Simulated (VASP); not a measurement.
Here is a VASP 6.6.1 calculation.

File INCAR:

```
SYSTEM = WSe4
PREC = Accurate
ENCUT = 520
EDIFF = 1E-6
ISMEAR = 0
SIGMA = 0.1
LREAL = .False.
LASPH = .True.
NELM = 60
ALGO = Normal
ISIF = 2
LWAVE = .False.
LCHARG = .False.
GGA = PE
NBANDS = 27
```

KPOINTS

```
regular mesh
0
Gamma
  4 4 4
  0 0 0
```

File POSCAR:

```
WSe4
1.0
   -3.3388773100      3.3388773100      3.3388773100
    3.3388773100     -3.3388773100      3.3388773100
    3.3388773100      3.3388773100     -3.3388773100
W Se
1 4
Direct
    0.0000000000      0.0000000000      0.0000000000
    0.0000000000      0.6305807800      0.0000000000
    0.3694192200      0.3694192200      0.3694192200
    0.0000000000      0.0000000000      0.6305807800
    0.6305807800      0.0000000000      0.0000000000
```

Potentials or basis: VASP PAW PBE potentials, release 64 (W_sv, Se).

Run with:

```console
$ cat potpaw_PBE.64/W_sv/POTCAR potpaw_PBE.64/Se/POTCAR > POTCAR
$ mpirun -np 1 vasp_std > vasp.out
```

**Question.** Predict the largest force.

**Answer.** 5.998 eV/Å.

**Question.** What does it give for the pressure?

**Answer.** 20.3 GPa.

Forces on the atoms (eV/Å):
```
W    0.000  0.000  0.000
Se  -3.463  3.463 -3.463
Se   3.463  3.463  3.463
Se  -3.463 -3.463  3.463
Se   3.463 -3.463 -3.463
```

Caveat: forces of over 1 eV/Å act on the atoms, so gaps and moduli don't describe the material at rest.
